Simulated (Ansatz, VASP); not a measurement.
**Two plane-wave programs on Ti3AlB3**

```
Ti Al B
1.0
     4.70094    0.00000    0.00000
    -2.35047    4.07113    0.00000
     0.00000    0.00000    5.54336
Ti Al B
3 1 3
Cartesian
  0.0000 0.0000 4.1686
  0.0000 0.0000 1.3748
  0.0000 2.7141 2.7717
  0.0000 2.7141 0.0000
  2.7240 2.2376 0.0000
  1.4011 1.2402 0.0000
  2.9263 0.5933 0.0000
```

Alike in both runs: functional PBE; k mesh 5 × 5 × 3; occupations gaussian, width 0.2 eV; no spin polarisation.

Ansatz relaxed the structure, and its values are those at the end. VASP's run is a single point on that final structure, the one shown.

```csv
,VASP,Ansatz
version,VASP 6.6.1,Ansatz 0.2.0
potentials or method,"VASP PAW PBE potentials, release 64 (Ti_sv, Al, B), cutoff 500 eV","scalar-relativistic, plane waves, PAW"
valence electrons in the cell,48,48
```

Ansatz gave:

```
gap on the k mesh at the Fermi level (eV) : none
pressure (GPa)                            : -0.6
rms of the force components (eV/Å)        : 0.023
```

Task: Which values does VASP return?

Result: gap on the k mesh at the Fermi level (eV): none; pressure (GPa): -0.7; rms of the force components (eV/Å): 0.022.

A gap of «none» marks a metal or a gap that the smearing closes.

The k mesh is coarse, so the values compare programs but aren't converged.
